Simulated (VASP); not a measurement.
# Au (P-1) in VASP: single point with PBE

Aim: the single point of Au with PBE.

All numbers are computed with VASP 6.6.1; they aren't measurements. Logs are shortened: lines on timing, memory, paths and dates and some standing lists are left out, and cuts for length are marked.

## Step 1: The cell of the first run

The typed cell holds 1 atom: a = 2.930 Å, b = 2.886 Å, c = 2.882 Å, α = 57.93°, β = 64.48°, γ = 57.26°.

## Step 2: Single point, PBE

File INCAR:

```
  PREC = Accurate
  ENCUT = 520
  EDIFF = 1E-6
  ISMEAR = -1
  SIGMA = 0.05
  LREAL = False
  LASPH = True
  NELM = 100
  ALGO = Fast
  ISIF = 2
  LWAVE = False
  LCHARG = True
  GGA = PE
  LELF = True
  LVHAR = True
  NBANDS = 12
```

File KPOINTS:

```
regular mesh
0
Gamma
  11 12 11
```

File POSCAR:

```
Au
1.0
   -0.0417739400      1.9534674600      2.1836343100
    2.0212981700      0.0837522500      2.0581081200
    2.1322925200      1.9389356200     -0.0272421100
Au
1
Direct
    0.0000000000      0.0000000000      0.0000000000
```

Potentials or basis: VASP PAW PBE potentials, release 64 (Au).

The run is started by

```bash
> cat potpaw_PBE.64/Au/POTCAR > POTCAR
> mpirun -np 1 vasp_std > vasp.out
```

OUTCAR:

```text
PREC = Accurate
   ENCUT = 520
   EDIFF = 1E-6
   ISMEAR = -1
   LREAL = False
   LASPH = True
   NELM = 100
   ISIF = 2
   GGA = PE

 ion  position               nearest neighbor table
   1  0.000  0.000  0.000-

  LATTYP: Found a triclinic cell.
 ALAT       =     2.8821666957
 B/A-ratio  =     1.4567914347
 C/A-ratio  =     2.1503173586
 COS(alpha) =     0.0063561723
 COS(beta)  =     0.6252637844
 COS(gamma) =     0.7506669668

  Lattice vectors:

 A1 = (  -2.1322925200,  -1.9389356200,   0.0272421100)
 A2 = (  -4.1953646300,  -0.0692204100,   0.1527683000)
 A3 = (  -0.0274464700,  -5.7621182900,  -2.2819183900)

Analysis of symmetry for initial positions (statically):
=====================================================================
 Subroutine PRICEL returns:
 Original cell was already a primitive cell.

 Routine SETGRP: Setting up the symmetry group for a
 triclinic supercell.

 Subroutine GETGRP returns: Found  2 space group operations
 (whereof  2 operations were pure point group operations)
 out of a pool of  2 trial point group operations.

The static configuration has the point symmetry S_2 .

Analysis of symmetry for dynamics (positions and initial velocities):
=====================================================================
 Subroutine PRICEL returns:
 Original cell was already a primitive cell.

 Routine SETGRP: Setting up the symmetry group for a
 triclinic supercell.

 Subroutine GETGRP returns: Found  2 space group operations
 (whereof  2 operations were pure point group operations)
 out of a pool of  2 trial point group operations.

The dynamic configuration has the point symmetry S_2 .

 Subroutine INISYM returns: Found  2 space group operations
 (whereof  2 operations are pure point group operations),
 and found     1 'primitive' translations

----------------------------------------------------------------------------------------

                                     Primitive cell

  volume of cell :      17.0152

  direct lattice vectors                    reciprocal lattice vectors
    -0.041773940  1.953467460  2.183634310    -0.234662037  0.261152018  0.219837759
     2.021298170  0.083752250  2.058108120     0.251959644 -0.273579504  0.249562852
[... 88 lines left out ...]
   NFREE  =      0    steps in history (QN), initial steepest desc. (CG)
   ISIF   =      2    stress and relaxation
   ISYM   =      2    0-nonsym 1-usesym 2-fastsym
   POTIM  = 0.5000    time-step for ionic-motion
   TEBEG  =    0.0;   TEEND  =   0.0 temperature during run
   PSTRESS=    0.0 pullay stress
   NELECT =      11.0000    total number of electrons
   NUPDOWN=      -1.0000    fix difference up-down
   EMIN   =  10.00;   EMAX   =-10.00  energy-range for DOS
   EFERMI =   0.00;   METHOD = LEGACY
   ISMEAR =    -1;   SIGMA  =   0.05  broadening in eV -4-tet -1-fermi 0-gaus
   EFERMI_NEDOS =   21; number of points for ismear=-14 and -15
   IALGO  =     68    algorithm
   IMIX   =      4    mixing-type and parameters
     AMIX     =   0.40;   BMIX     =  1.00
     AMIX_MAG =   1.60;   BMIX_MAG =  1.00
  volume/ion in A,a.u.               =      17.02       114.82
  Fermi-wavevector in a.u.,A,eV,Ry     =   1.415555  2.675011 27.263297  2.003796
  Thomas-Fermi vector in A             =   2.536981
   LORBIT       =      0    0 simple, 1 ext, 2 COOP (PROOUT), +10 PAW based schemes
   GGA     = PE    functional components
   LHFCALC =     F    Hartree Fock is set to
   AEXX    =    0.0000 exact exchange contribution
   IVDW    =     0    specifies the selected vdW correction
   LEPSILON=     F    determine dielectric tensor
   LRPA    =     F    only Hartree local field effects (RPA)
 non-spin polarized calculation
 RMM-DIIS sequential band-by-band and
  energy-cutoff  :      520.00
  volume of cell :       17.02
 maximum number of plane-waves:       469
 NGX is ok and might be reduce to    24
   NGX = 11   NGY = 11   NGZ = 11

 number of electron      11.0000001 magnetization

 Free energy of the ion-electron system (eV)
  ---------------------------------------------------
  ext. energy  EPLUGINS =         0.00000000
  ---------------------------------------------------
  free energy    TOTEN  =        -3.18286750 eV

  energy without entropy =       -3.18132934  energy(sigma->0) =       -3.18209842

 E-fermi :   9.5705     XC(G=0): -12.7214

 val. band max:        9.5525576383   @ k =   0.2727   0.5000   0.0909
 cond. band min:       9.5820021583   @ k =  -0.4545  -0.1667   0.0909
 fundamental gap:      0.0294445201
 Fermi energy:         9.5705219875

 k-point     1 :       0.0000    0.0000    0.0000
  band No.  band energies     occupation
      1      -0.3737      2.00000
      2       4.1653      2.00000
      3       4.7153      2.00000
      4       5.4399      2.00000
      5       5.8794      2.00000
      6       6.7947      2.00000
      7      24.0628      0.00000
      8      26.4334      0.00000
      9      27.9128      0.00000
     10      30.1529      0.00000
     11      33.0783      0.00000
     12      36.0249      0.00000
[... 331 lines left out ...]
 k-point    24 :      -0.4545    0.1667    0.0000
  band No.  band energies     occupation
      1       2.8125      2.00000
      2       4.4463      2.00000
      3       5.2485      2.00000
      4       5.6187      2.00000
      5       7.0439      2.00000
      6      10.6271      0.00000
      7      12.6373      0.00000
      8      22.8004      0.00000
      9      24.7778      0.00000
     10      27.0464      0.00000
     11      33.5720      0.00000
     12      35.8288      0.00000

 [... further k-points ...]

------------------------ aborting loop because EDIFF is reached ----------------------------------------

  FORCE on cell =-STRESS in cart. coord.  units (eV):
  Direction    XX          YY          ZZ          XY          YZ          ZX
  --------------------------------------------------------------------------------------
  -------------------------------------------------------------------------------------
  Total        1.1024018      1.0538745      0.9537797     -0.1994716     -0.2759784      0.1273739
  in kB      103.8038653     99.2344627     89.8093809    -18.7825557    -25.9865516     11.9937225
  external PRESSURE =      97.6159030 kB  Pullay stress =       0.0000000 kB

 VOLUME and BASIS-vectors are now :
 -----------------------------------------------------------------------------
  energy-cutoff  :      520.00
  volume of cell :       17.02
      direct lattice vectors                 reciprocal lattice vectors
    -0.041773940  1.953467460  2.183634310    -0.234662037  0.261152018  0.219837759
     2.021298170  0.083752250  2.058108120     0.251959644 -0.273579504  0.249562852
     2.132292520  1.938935620 -0.027242110     0.225537383  0.264454851 -0.232265246

 POSITION                                       TOTAL-FORCE (eV/Angst)
 -----------------------------------------------------------------------------------
      0.00000      0.00000      0.00000         0.000000      0.000000      0.000000
 -----------------------------------------------------------------------------------
    total drift:                               -0.000000      0.000000      0.000000

  FREE ENERGIE OF THE ION-ELECTRON SYSTEM (eV)
  ---------------------------------------------------
  free  energy   TOTEN  =        -3.1828675018 eV

  energy  without entropy=       -3.1813293424  energy(sigma->0) =       -3.18209842
```

OSZICAR:

```text
N       E                     dE             d eps       ncg     rms          rms(c)
DAV:   1     0.497974090083E+02    0.49797E+02   -0.55927E+03 18048   0.816E+02
DAV:   2    -0.275019133468E+01   -0.52548E+02   -0.49707E+02 20528   0.188E+02
DAV:   3    -0.345168593730E+01   -0.70149E+00   -0.70000E+00 21028   0.209E+01
DAV:   4    -0.345407436328E+01   -0.23884E-02   -0.23883E-02 20556   0.141E+00
DAV:   5    -0.345409199000E+01   -0.17627E-04   -0.17626E-04 21292   0.115E-01    0.946E+00
RMM:   6    -0.320458788115E+01    0.24950E+00   -0.28810E-01 17507   0.450E+00    0.595E+00
RMM:   7    -0.318505010380E+01    0.19538E-01   -0.40518E-02 18881   0.188E+00    0.277E+00
RMM:   8    -0.318289500292E+01    0.21551E-02   -0.37660E-03 19539   0.520E-01    0.335E-01
RMM:   9    -0.318286220170E+01    0.32801E-04   -0.41955E-04 20723   0.176E-01    0.113E-01
RMM:  10    -0.318286560893E+01   -0.34072E-05   -0.64317E-05 20268   0.604E-02    0.616E-02
RMM:  11    -0.318286744354E+01   -0.18346E-05   -0.14454E-05 19395   0.244E-02    0.113E-02
RMM:  12    -0.318286750184E+01   -0.58302E-07   -0.13680E-06 16260   0.740E-03
   1 F= -.31828675E+01 E0= -.31820984E+01  d E =-.153816E-02
```

It took 4.1 min on 1 thread of AMD EPYC 7R13, shared host; peak memory 0.23 GiB.

What came out:

| Quantity | Value |
| --- | --- |
| Free energy | -3.1829 eV |
| Pressure | 9.8 GPa |
| Band gap on the k mesh | zero (an odd number of electrons rules out a gap without spin polarisation) |

Caveat: the cell stands under pressure; spin-orbit coupling is left out, which moves the levels of the heavy elements.

The gap in the log of VASP goes by the Fermi energy; the results here count the filled bands.